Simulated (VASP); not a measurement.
Cd:

```
Cd
1.0
     2.97887    0.00000    0.00000
    -1.48944    2.57978    0.00000
     0.00000    0.00000    5.61765
Cd
2
Direct
  0.33333 0.66667 0.25000
  0.66667 0.33333 0.75000
```

* Program: VASP 6.6.1
* Task: relaxation of cell and atoms
* Functional: PBEsol
* Potentials or basis: VASP PAW PBE potentials, release 64 (Cd)
* Cutoff: 600 eV
* k mesh: 14 × 14 × 8
* Occupations: fermi-dirac, width 0.08 eV
* Spin: no spin polarisation

At the start: pressure -1.2 GPa; volume 21.59 Å³/atom.

Where does the relaxation end?

Over 9 steps the energy falls by 6.0 meV/atom and the volume is 20.87 Å³/atom (-3.3 %); space group P6_3/mmc (No. 194, to 0.1 Å) before and after.

Step by step:
```csv
step,energy change (eV),largest force (eV/Å),pressure (GPa),volume (Å³)
1,0.0000,0.0000,-1.20,43.17
2,-0.0055,0.0000,0.03,42.16
3,-0.0057,0.0000,0.34,41.94
4,-0.0089,0.0000,0.31,41.81
5,-0.0112,0.0000,0.32,41.65
6,-0.0105,0.0000,0.53,41.31
7,-0.0117,0.0000,0.37,41.50
8,-0.0118,0.0000,-0.28,41.94
9,-0.0120,0.0000,0.00,41.74
```

Final structure:
```yaml
crystal:
  lattice:
    - [2.99900, 0.00000, 0.00000]
    - [-1.49950, 2.59721, 0.00000]
    - [0.00000, 0.00000, 5.35932]
  atoms:
    - { symbol: Cd, position: [0.33333, 0.66667, 0.25000] }
    - { symbol: Cd, position: [0.66667, 0.33333, 0.75000] }
```

Caveat: the PAW data sets were made with another functional, which shifts forces and pressure a little.
